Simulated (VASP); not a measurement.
# SiC (R3m) in VASP: a series of runs

Runs on SiC. Level: PBE. Tasks: single point.

All numbers are computed with VASP 6.6.1; they aren't measurements. Logs are shortened: lines on timing, memory, paths and dates and some standing lists are left out, and cuts for length are marked.

## Step 1: The cell of the first run

Symmetry: R3m, No. 160, trigonal system. Conventional cell: a = 3.206 Å, b = 3.206 Å, c = 7.645 Å, α = 90.00°, β = 90.00°, γ = 120.00°. Si (site symmetry 3m) has 4 C at 1.91 to 1.96 Å within 2.5 Å. Within 2.5 Å of C (site symmetry 3m) lie 4 Si at 1.91 to 1.96 Å.

## Step 2: Single point, PBE

INCAR reads:

```
SYSTEM = SiC
PREC = Accurate ; ENCUT = 520
EDIFF = 1E-7 ; ISMEAR = 0
SIGMA = 0.05 ; LREAL = .False.
LASPH = .True. ; NELM = 100
ALGO = Normal ; ISIF = 2
LWAVE = .False. ; LCHARG = .False.
GGA = PE ; NBANDS = 11
```

KPOINTS reads:

```
regular mesh
0
Gamma
  12 12 12
  0 0 0
```

POSCAR reads:

```
SiC
1.0
    0.0000000000      2.2668542370      2.2668542370
    2.2668542370      0.0000000000      2.2668542370
    2.2269576024      2.2269576024      0.0398966346
Si C
1 1
Direct
    0.0000000000      0.0000000000      0.0000000000
    0.7500000000      0.7500000000      0.7500000000
```

Potentials or basis: VASP PAW PBE potentials, release 64 (Si, C).

The run is started by

```
$ cat potpaw_PBE.64/Si/POTCAR potpaw_PBE.64/C/POTCAR > POTCAR
$ mpirun -np 1 vasp_std > vasp.out
```

OUTCAR:

```text
SYSTEM = SiC
   PREC = Accurate
   ENCUT = 520
   EDIFF = 1E-7
   ISMEAR = 0
   LREAL = .False.
   LASPH = .True.
   NELM = 100
   ISIF = 2
   GGA = PE

 ion  position               nearest neighbor table
   1  0.000  0.000  0.000-   2 1.91   2 1.96   2 1.96   2 1.96
   2  0.750  0.750  0.750-   1 1.91   1 1.96   1 1.96   1 1.96

  LATTYP: Found a trigonal (rhomboedric) cell.
 ALAT       =     3.1496463400
 COS(alpha) =     0.4820073384

  Lattice vectors:

 A1 = (   2.2269576024,  -0.0398966346,  -2.2269576024)
 A2 = (  -0.0398966346,   2.2269576024,  -2.2269576024)
 A3 = (   2.2269576024,   2.2269576024,   0.0398966346)

Analysis of symmetry for initial positions (statically):
=====================================================================
 Subroutine PRICEL returns:
 Original cell was already a primitive cell.

 Routine SETGRP: Setting up the symmetry group for a
 trigonal (rhombohedral) supercell.

 Subroutine GETGRP returns: Found  6 space group operations
 (whereof  6 operations were pure point group operations)
 out of a pool of 12 trial point group operations.

The static configuration has the point symmetry C_3v.

Analysis of symmetry for dynamics (positions and initial velocities):
=====================================================================
 Subroutine PRICEL returns:
 Original cell was already a primitive cell.

 Routine SETGRP: Setting up the symmetry group for a
 trigonal (rhombohedral) supercell.

 Subroutine GETGRP returns: Found  6 space group operations
 (whereof  6 operations were pure point group operations)
 out of a pool of 12 trial point group operations.

The dynamic configuration has the point symmetry C_3v.

 Subroutine INISYM returns: Found  6 space group operations
 (whereof  6 operations are pure point group operations),
 and found     1 'primitive' translations

----------------------------------------------------------------------------------------

                                     Primitive cell

  volume of cell :      22.6820

  direct lattice vectors                    reciprocal lattice vectors
     0.000000000  2.266854237  2.266854237    -0.222563631  0.218576335  0.222563631
     2.266854237  0.000000000  2.266854237     0.218576335 -0.222563631  0.222563631
     2.226957602  2.226957602  0.039896635     0.226550927  0.226550927 -0.226550927

  length of vectors
     3.205816006  3.205816006  3.149646340     0.383203280  0.383203280  0.392397717

  position of ions in fractional coordinates (direct lattice)
     0.000000000  0.000000000  0.000000000
     0.750000000  0.750000000  0.750000000

  ion indices of the primitive-cell ions
   primitive index   ion index
                 1           1
                 2           2

----------------------------------------------------------------------------------------

 KPOINTS: regular mesh

Automatic generation of k-mesh.
 Grid dimensions read from file:
 generate k-points for:   12   12   12

 Generating k-lattice:

  Cartesian coordinates                     Fractional coordinates (reciprocal lattice)
    -0.018546969  0.018214695  0.018546969     0.083333333  0.000000000  0.000000000
     0.018214695 -0.018546969  0.018546969     0.000000000  0.083333333  0.000000000
     0.018879244  0.018879244 -0.018879244     0.000000000  0.000000000  0.083333333

  Length of vectors
     0.031933607  0.031933607  0.032699810

  Shift w.r.t. Gamma in fractional coordinates (k-lattice)
     0.000000000  0.000000000  0.000000000

 Subroutine IBZKPT returns following result:
 ===========================================

 Found    189 irreducible k-points:

 Following reciprocal coordinates:
            Coordinates               Weight
  0.000000  0.000000  0.000000      1.000000
  0.083333  0.000000 -0.000000      6.000000
  0.166667  0.000000 -0.000000      6.000000
  0.250000  0.000000 -0.000000      6.000000
  0.333333  0.000000 -0.000000      6.000000
  0.416667  0.000000 -0.000000      6.000000
[... 16 lines left out ...]
  0.500000  0.166667 -0.000000     12.000000
 -0.416667  0.166667 -0.000000     12.000000
 [... further k-points ...]
   k-points           NKPTS =    189   k-points in BZ     NKDIM =    189   number of bands    NBANDS=     11
   number of dos      NEDOS =    301   number of ions     NIONS =      2
   total plane-waves  NPLWV =  13824
   dimension x,y,z NGX =    24 NGY =   24 NGZ =   24
   dimension x,y,z NGXF=    48 NGYF=   48 NGZF=   48
   ions per type =               1   1
   NGX,Y,Z   is equivalent  to a cutoff of  12.45, 12.45, 12.67 a.u.
   NGXF,Y,Z  is equivalent  to a cutoff of  24.89, 24.89, 25.34 a.u.
 SYSTEM =  SiC
   PREC   = accura    normal or accurate (medium, high low for compatibility)
   ISTART =      0    job   : 0-new  1-cont  2-samecut
   ICHARG =      2    charge: 1-file 2-atom 10-const
   ISPIN  =      1    spin polarized calculation?
   LNONCOLLINEAR =      F non collinear calculations
   LSORBIT =      F    spin-orbit coupling
   LASPH  =      T    aspherical Exc in radial PAW
   ENCUT  =  520.0 eV  38.22 Ry    6.18 a.u.   5.96  5.96  5.86*2*pi/ulx,y,z
   NELM   =    100;   NELMIN=  2; NELMDL= -5     # of ELM steps
   EDIFF  = 0.1E-06   stopping-criterion for ELM
   LREAL  =      F    real-space projection
   EDIFFG = 0.1E-05   stopping-criterion for IOM
   NSW    =      0    number of steps for IOM
   IBRION =     -1    ionic relax: 0-MD 1-quasi-New 2-CG
   NFREE  =      0    steps in history (QN), initial steepest desc. (CG)
   ISIF   =      2    stress and relaxation
   ISYM   =      2    0-nonsym 1-usesym 2-fastsym
   POTIM  = 0.5000    time-step for ionic-motion
   TEBEG  =    0.0;   TEEND  =   0.0 temperature during run
   PSTRESS=    0.0 pullay stress
   NELECT =       8.0000    total number of electrons
   NUPDOWN=      -1.0000    fix difference up-down
   EMIN   =  10.00;   EMAX   =-10.00  energy-range for DOS
   EFERMI =   0.00;   METHOD = LEGACY
   ISMEAR =     0;   SIGMA  =   0.05  broadening in eV -4-tet -1-fermi 0-gaus
   EFERMI_NEDOS =   21; number of points for ismear=-14 and -15
   IALGO  =     38    algorithm
   IMIX   =      4    mixing-type and parameters
     AMIX     =   0.40;   BMIX     =  1.00
     AMIX_MAG =   1.60;   BMIX_MAG =  1.00
  volume/ion in A,a.u.               =      11.34        76.53
  Fermi-wavevector in a.u.,A,eV,Ry     =   1.156674  2.185797 18.203169  1.337895
  Thomas-Fermi vector in A             =   2.293292
   LORBIT       =      0    0 simple, 1 ext, 2 COOP (PROOUT), +10 PAW based schemes
   GGA     = PE    functional components
   LHFCALC =     F    Hartree Fock is set to
   AEXX    =    0.0000 exact exchange contribution
   IVDW    =     0    specifies the selected vdW correction
   LEPSILON=     F    determine dielectric tensor
   LRPA    =     F    only Hartree local field effects (RPA)
 non-spin polarized calculation
 Gauss-broadening in eV      SIGMA  =   0.05
  energy-cutoff  :      520.00
  volume of cell :       22.68
 maximum number of plane-waves:       621
   NGX = 11   NGY = 11   NGZ = 11

 number of electron       7.9999999 magnetization

 Free energy of the ion-electron system (eV)
  ---------------------------------------------------
  ext. energy  EPLUGINS =         0.00000000
  ---------------------------------------------------
  free energy    TOTEN  =       -14.96802842 eV

  energy without entropy =      -14.96802842  energy(sigma->0) =      -14.96802842

 E-fermi :   7.4404     XC(G=0): -10.9592

 val. band max:        7.1818646930   @ k =   0.0000   0.0000   0.0000
 cond. band min:       8.5323941454   @ k =   0.5000   0.5000   0.0000
 fundamental gap:      1.3505294524
 Fermi energy:         7.4403936980

 k-point     1 :       0.0000    0.0000    0.0000
  band No.  band energies     occupation
      1      -7.5945      2.00000
      2       7.0698      2.00000
      3       7.0698      2.00000
      4       7.1819      2.00000
      5      12.1712      0.00000
      6      13.6230      0.00000
      7      13.6230      0.00000
      8      14.2987      0.00000
      9      21.1009      0.00000
     10      21.1009      0.00000
     11      22.2184      0.00000

 k-point     2 :       0.0833    0.0000   -0.0000
  band No.  band energies     occupation
      1      -7.4702      2.00000
      2       6.3391      2.00000
      3       6.9842      2.00000
      4       7.0792      2.00000
      5      12.5323      0.00000
      6      13.7510      0.00000
      7      13.7856      0.00000
      8      14.4099      0.00000
      9      20.3850      0.00000
     10      20.4964      0.00000
     11      22.5486      0.00000

 k-point     3 :       0.1667    0.0000   -0.0000
  band No.  band energies     occupation
      1      -7.1014      2.00000
      2       4.7351      2.00000
      3       6.7725      2.00000
      4       6.8486      2.00000
      5      12.6449      0.00000
      6      14.1264      0.00000
      7      14.3936      0.00000
      8      14.8017      0.00000
      9      19.5969      0.00000
     10      19.8533      0.00000
     11      22.0981      0.00000

 k-point     4 :       0.2500    0.0000   -0.0000
  band No.  band energies     occupation
      1      -6.5040      2.00000
      2       2.9139      2.00000
      3       6.5244      2.00000
      4       6.5767      2.00000
      5      12.3688      0.00000
      6      14.2995      0.00000
      7      14.6819      0.00000
      8      15.6573      0.00000
      9      19.5967      0.00000
     10      20.0026      0.00000
     11      21.5385      0.00000

 k-point     5 :       0.3333    0.0000   -0.0000
  band No.  band energies     occupation
      1      -5.7194      2.00000
      2       1.1632      2.00000
      3       6.3115      2.00000
      4       6.3409      2.00000
      5      12.0859      0.00000
      6      14.1656      0.00000
      7      14.5354      0.00000
      8      16.3543      0.00000
      9      20.5193      0.00000
     10      20.9750      0.00000
     11      21.5780      0.00000
[... 211 lines left out ...]
 k-point    21 :       0.3333    0.1667   -0.0000
  band No.  band energies     occupation
      1      -5.8197      2.00000
      2       2.4045      2.00000
      3       5.3667      2.00000
      4       5.5512      2.00000
      5      11.7841      0.00000
      6      13.9198      0.00000
      7      15.3523      0.00000
      8      16.1927      0.00000
      9      18.9467      0.00000
     10      22.6113      0.00000
     11      23.9972      0.00000

 k-point    22 :       0.4167    0.1667    0.0000
  band No.  band energies     occupation
      1      -5.0084      2.00000
      2       0.8640      2.00000
      3       4.8916      2.00000
      4       5.4558      2.00000
      5      11.7252      0.00000
      6      14.2965      0.00000
      7      15.6872      0.00000
      8      15.9546      0.00000
      9      19.7987      0.00000
     10      23.5614      0.00000
     11      24.0848      0.00000

 k-point    23 :       0.5000    0.1667   -0.0000
  band No.  band energies     occupation
      1      -4.2518      2.00000
      2      -0.3039      2.00000
      3       4.4606      2.00000
      4       5.5186      2.00000
      5      11.7890      0.00000
      6      14.2536      0.00000
      7      15.5915      0.00000
      8      16.7658      0.00000
      9      20.2517      0.00000
     10      23.5590      0.00000
     11      24.2898      0.00000

 k-point    24 :      -0.4167    0.1667   -0.0000
  band No.  band energies     occupation
      1      -4.1215      2.00000
      2      -0.4802      2.00000
      3       4.1603      2.00000
      4       5.7267      2.00000
      5      12.0544      0.00000
      6      14.1904      0.00000
      7      15.3327      0.00000
      8      17.3696      0.00000
      9      20.7706      0.00000
     10      21.9125      0.00000
     11      24.2166      0.00000

 [... further k-points ...]
[... 5 lines left out ...]
  --------------------------------------------------------------------------------------
  -------------------------------------------------------------------------------------
  Total       -1.9636905     -1.9636905     -1.9636905      0.5501541     -0.5501541     -0.5501541
  in kB     -138.7082478   -138.7082478   -138.7082478     38.8609658    -38.8609658    -38.8609658
  external PRESSURE =    -138.7082478 kB  Pullay stress =       0.0000000 kB

 VOLUME and BASIS-vectors are now :
 -----------------------------------------------------------------------------
  energy-cutoff  :      520.00
  volume of cell :       22.68
      direct lattice vectors                 reciprocal lattice vectors
     0.000000000  2.266854237  2.266854237    -0.222563631  0.218576335  0.222563631
     2.266854237  0.000000000  2.266854237     0.218576335 -0.222563631  0.222563631
     2.226957602  2.226957602  0.039896635     0.226550927  0.226550927 -0.226550927

 POSITION                                       TOTAL-FORCE (eV/Angst)
 -----------------------------------------------------------------------------------
      0.00000      0.00000      0.00000        -0.087956     -0.087956      0.087956
      3.37036      3.37036      3.43020         0.087956      0.087956     -0.087956
 -----------------------------------------------------------------------------------
    total drift:                                0.000026      0.000026     -0.000026

  FREE ENERGIE OF THE ION-ELECTRON SYSTEM (eV)
  ---------------------------------------------------
  free  energy   TOTEN  =       -14.9680284203 eV

  energy  without entropy=      -14.9680284203  energy(sigma->0) =      -14.96802842
```

It took 25 s on 1 thread of AMD EPYC 9R45 (Zen 5), shared host; peak memory 0.14 GiB.

What came out:

```
Free energy            : -14.9680 eV
Pressure               : -13.9 GPa
Largest force          : 0.152 eV/Å
Band gap on the k mesh : 1.35 eV, indirect (least direct gap 4.30 eV)
```

Forces on the atoms (eV/Å):
```
Si  -0.088 -0.088  0.088
C    0.088  0.088 -0.088
```

## Step 3: Single point, PBE

INCAR reads:

```
SYSTEM = SiC
  PREC = Accurate
  ENCUT = 520
  EDIFF = 1E-7
  ISMEAR = 0
  SIGMA = 0.05
  LREAL = .FALSE.
  LASPH = .TRUE.
  NELM = 60
  ALGO = Normal
  ISIF = 2
  LWAVE = .FALSE.
  LCHARG = .FALSE.
  GGA = PE
  NBANDS = 11
```

KPOINTS reads:

```
regular mesh
0
G
  12 12 12
  0 0 0
```

POSCAR reads:

```
SiC
1.0
    0.0000000000      2.2870781477      2.2870781477
    2.2870781477      0.0000000000      2.2870781477
    2.2077927719      2.2077927719      0.0792853758
Si C
1 1
Direct
    0.0000000000      0.0000000000      0.0000000000
    0.7500000000      0.7500000000      0.7500000000
```

Potentials or basis: VASP PAW PBE potentials, release 64 (Si, C).

The run is started by

```
$ cat potpaw_PBE.64/Si/POTCAR potpaw_PBE.64/C/POTCAR > POTCAR
$ mpirun -np 1 vasp_std > vasp.out
```

It took 25 s on 1 thread of AMD EPYC 9R45 (Zen 5), shared host; peak memory 0.14 GiB.

Results (log left out):

```yaml
Free_energy: -14.9236 eV
Pressure: -13.3 GPa
Largest_force: 0.373 eV/Å
Band_gap_on_the_k_mesh: 1.26 eV, indirect (least direct gap 4.12 eV)
```

Forces on the atoms (eV/Å):
```
Si  -0.215 -0.215  0.215
C    0.215  0.215 -0.215
```

Stress tensor (GPa, compression positive):
```
-13.30   7.91  -7.91
  7.91 -13.30  -7.91
 -7.91  -7.91 -13.30
```

Levels at points of the mesh, in eV from the valence-band top:
```csv
k point,band 1,band 2,band 3,band 4,band 5,band 6,band 7,band 8,band 9
"(0.00, 0.00, 0.00)",-14.84,-0.20,-0.20,0.00,4.72,6.21,6.21,7.68,13.88
"(0.50, 0.00, 0.00)",-11.73,-8.20,-1.06,-1.05,4.68,6.52,7.26,9.51,14.90
"(0.50, 0.50, 0.00)",-10.25,-7.64,-3.39,-2.86,1.26,3.96,12.51,12.83,13.77
"(0.00, 0.00, 0.50)",-11.21,-8.11,-1.43,-1.43,3.80,6.34,6.34,9.20,15.08
```

A k mesh can miss the band edges. Expect the measured gap to be larger: semilocal functionals such as PBE lack the derivative discontinuity.
